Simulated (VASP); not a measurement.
The system is PbF2 (Fluorocronite).

```
Pb F
1.0
     0.00000    2.96366    2.96366
     2.96366    0.00000    2.96366
     2.96366    2.96366    0.00000
Pb F
1 2
Direct
  0.00000 0.00000 0.00000
  0.75000 0.75000 0.75000
  0.25000 0.25000 0.25000
```

Base run:

- Program: VASP 6.6.1
- Functional: r2SCAN
- Potentials or basis: VASP PAW PBE potentials, release 64 (Pb_d, F)
- Cutoff: 660 eV
- k mesh: 8 × 8 × 8
- Occupations: fermi-dirac, width 0.05 eV
- Spin: no spin polarisation

Its results: band gap on the k mesh 4.94 eV, indirect (least direct gap 5.08 eV); pressure -0.4 GPa.

The run is repeated on the same cell with these changes: functional from r2SCAN to BLYP; cutoff from 660 eV to 600 eV. What comes out?

Band gap on the k mesh 4.49 eV, indirect (least direct gap 4.63 eV); pressure 5.0 GPa.

r2SCAN gives the wider gap, since meta-GGAs in the generalised Kohn-Sham scheme recover part of the derivative discontinuity.

Caveats: the PAW data sets were made with another functional, which shifts forces and pressure a little; spin-orbit coupling is left out, which moves the levels of the heavy elements.

A k mesh can miss the band edges.
